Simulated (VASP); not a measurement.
**MgO (series): single point with PBE**

Crystal: MgO (series).

```
Mg O
1.0
     0.00000    2.10850    2.10850
     2.10850    0.00000    2.10850
     2.10850    2.10850    0.00000
Mg O
1 1
Direct
  0.00000 0.00000 0.00000
  0.50000 0.50000 0.50000
```

| Item | Value |
| --- | --- |
| Program | VASP 6.6.1 |
| Task | single point |
| Functional | PBE |
| Potentials or basis | VASP PAW PBE potentials, release 64 (Mg, O) |
| Cutoff | 600 eV |
| k mesh | 8 × 8 × 8 |
| Occupations | gaussian, width 0.02 eV |
| Spin | no spin polarisation |

| Item | Value |
| --- | --- |
| Pressure | 3.1 GPa |
| Band gap on the k mesh | 4.69 eV, direct |

Levels at points of the mesh, in eV from the valence-band top:
```csv
k point,band 1,band 2,band 3,band 4,band 5,band 6,band 7,band 8
"(0.00, 0.00, 0.00)",-17.24,0.00,0.00,0.00,4.69,15.78,15.78,15.78
"(0.50, 0.00, 0.00)",-15.97,-4.60,-0.65,-0.65,7.88,12.57,16.28,16.28
"(0.50, 0.50, 0.00)",-15.71,-4.07,-1.34,-1.34,9.12,9.93,13.06,18.92
```

Run time: 8.6 s on 1 thread of Intel Xeon 8259CL, with other jobs on the host, peak memory 0.14 GiB.

Expect the measured gap to be larger: semilocal functionals such as PBE lack the derivative discontinuity.
